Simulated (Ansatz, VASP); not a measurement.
# Pt in VASP and in Ansatz

File INCAR:

```
SYSTEM = Pt
PREC = Accurate
ENCUT = 520
EDIFF = 1E-7
ISMEAR = 0
SIGMA = 0.15
LREAL = .False.
LASPH = .True.
NELM = 60
ALGO = Fast
ISIF = 2
LWAVE = .False.
LCHARG = .False.
GGA = CA
NBANDS = 17
```

KPOINTS

```
regular mesh
0
Gamma
  18 18 10
  0 0 0
```

The input POSCAR:

```
Pt
1.0
    2.7081940711      0.0000000000      0.0000000000
   -1.3540970355      2.3453648639      0.0000000000
    0.0000000000      0.0000000000      4.6773974959
Pt
2
Direct
    0.6619628267      0.3943046569      0.7500000000
    0.3380371733      0.6056953431      0.2500000000
```

Input for Ansatz:

```yaml
crystal:
  lattice:
    - [2.7081940711, 0.0, 0.0]
    - [-1.3540970355, 2.3453648639, 0.0]
    - [0.0, 0.0, 4.6773974959]
  atoms:
    - { symbol: Pt, position: [0.6619628267, 0.3943046569, 0.75] }
    - { symbol: Pt, position: [0.3380371733, 0.6056953431, 0.25] }
basis:
  ecutwfc: 420
kpoints:
  mp_grid: { grid: [18, 18, 10] }
hamiltonian:
  xc: lda
scf:
  occupations: { method: gaussian, width: 0.15 }
output:
  forces: true
  stress: true
  eigenvalues: true
```

Change from the starting cell: mode 1 frozen in at -0.095 Å and mode 2 at +0.143 Å (largest displacements).

Alike in both runs: task single point; functional LDA; k mesh 18 × 18 × 10; occupations gaussian, width 0.15 eV; no spin polarisation.

|  | VASP | Ansatz |
| --- | --- | --- |
| version | VASP 6.6.1 | Ansatz 0.2.0 |
| potentials or method | VASP PAW LDA potentials, release 64 (Pt), cutoff 520 eV | scalar-relativistic, plane waves, PAW |
| valence electrons in the cell | 20 | 36 |

|  | VASP | Ansatz | Ansatz less VASP |
| --- | --- | --- | --- |
| gap on the k mesh at the Fermi level (eV) | none | none | - |
| pressure (GPa) | 2.3 | 1.5 | -0.74 |
| traceless stress, the component that is largest in VASP (GPa) | 2.69 | 2.97 | +0.280 |
| rms of the force components (eV/Å) | 0.201 | 0.199 | -0.0021 |

LDA's correlation is that of Perdew and Zunger in VASP and of Perdew and Wang (1992) in Ansatz. Atom by atom the forces differ by 0.007 eV/Å (rms over components). A gap of «none» marks a metal or a gap that the smearing closes. VASP's potentials hold 20 valence electrons a cell and Ansatz's 36, so a difference there can come from the potentials and not from the codes.

Neither program's run includes spin-orbit coupling.
